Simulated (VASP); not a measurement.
## Yb3InC: single point with PBE

Crystal: Yb3InC.

```
Yb In C
1.0
     5.16255    0.00000    0.00000
     0.00000    5.16255    0.00000
     0.00000    0.00000    5.16255
Yb In C
3 1 1
Direct
  0.00000 0.50000 0.50000
  0.50000 0.50000 0.00000
  0.50000 0.00000 0.50000
  0.00000 0.00000 0.00000
  0.50000 0.50000 0.50000
```

```
Program             : VASP 6.6.1
Task                : single point
Functional          : PBE
Potentials or basis : VASP PAW PBE potentials, release 64 (Yb, In_d, C)
Cutoff              : 520 eV
k mesh              : 5 × 5 × 5
Occupations         : fermi-dirac, width 0.05 eV
Spin                : collinear spin, ferromagnetic start
Starting moments    : [1.0, 1.0, 1.0, 0.0, 0.0] μB
```

```yaml
Pressure: -5.2 GPa
Net_moment: 0.04 μB per cell
Valence_electrons_inside_the_program's_atomic_spheres: Yb 22.04; In 11.34; C 2.22
```

Levels at points of the mesh, in eV from the Fermi level:
Spin up:
```csv
k point,band 41,band 42,band 43,band 44,band 45,band 46,band 47,band 48
"(0.00, 0.00, 0.00)",0.02,0.02,0.02,0.15,0.15,1.24,1.24,1.24
```
Spin down:
```
           k point  band 41  band 42  band 43  band 44  band 45  band 46  band 47  band 48
(0.00, 0.00, 0.00)     0.03     0.03     0.03     0.15     0.15     1.25     1.25     1.25
```

Run time: 9.6 min on 1 thread of Intel(R) Xeon(R) Platinum 8488C (Sapphire Rapids) (shared host), peak memory 0.37 GiB.

Caveat: the cell stands under tension; spin-orbit coupling is left out, which moves the levels of the heavy elements. The state reached can hang on the start; a lower one may exist.
